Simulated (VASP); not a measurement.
Bi, 1 atom in the cell. Symmetry: Fm-3m, No. 225, cubic system. The conventional cell has a = 3.708 Å, b = 3.708 Å, c = 3.708 Å, α = 90.00°, β = 90.00°, γ = 90.00°. Within 3.5 Å of Bi (site symmetry m-3m) lie 12 Bi at 2.62 Å.  This cell differs from its parent crystal: volume scaled by 0.4.

```yaml
Program: VASP 6.6.1
Task: single point
Functional: PBE
Potentials_or_basis: VASP PAW PBE potentials, release 64 (Bi_d)
Cutoff: 520 eV
k_mesh: 14 × 14 × 14
Occupations: fermi-dirac, width 0.05 eV
Spin: no spin polarisation
Dipole_correction: no
Further_INCAR_settings: ALGO = Normal; EDIFF = 1e-07; NBANDS = 14
```

Potentials or basis: VASP PAW PBE potentials, release 64 (Bi_d).

Command:

```bash
$ cat potpaw_PBE.64/Bi_d/POTCAR > POTCAR
$ mpirun -np 1 vasp_std > vasp.out
```

Hardware: 1 thread of Intel(R) Xeon(R) Platinum 8375C CPU @ 2.90GHz (Ice Lake), on a shared host.

Estimate the wall time of this run.

Run time: 30 s on 1 thread of Intel(R) Xeon(R) Platinum 8375C CPU @ 2.90GHz (Ice Lake), on a shared host, peak memory 0.13 GiB. Counts: scf iterations 13, k points 104.
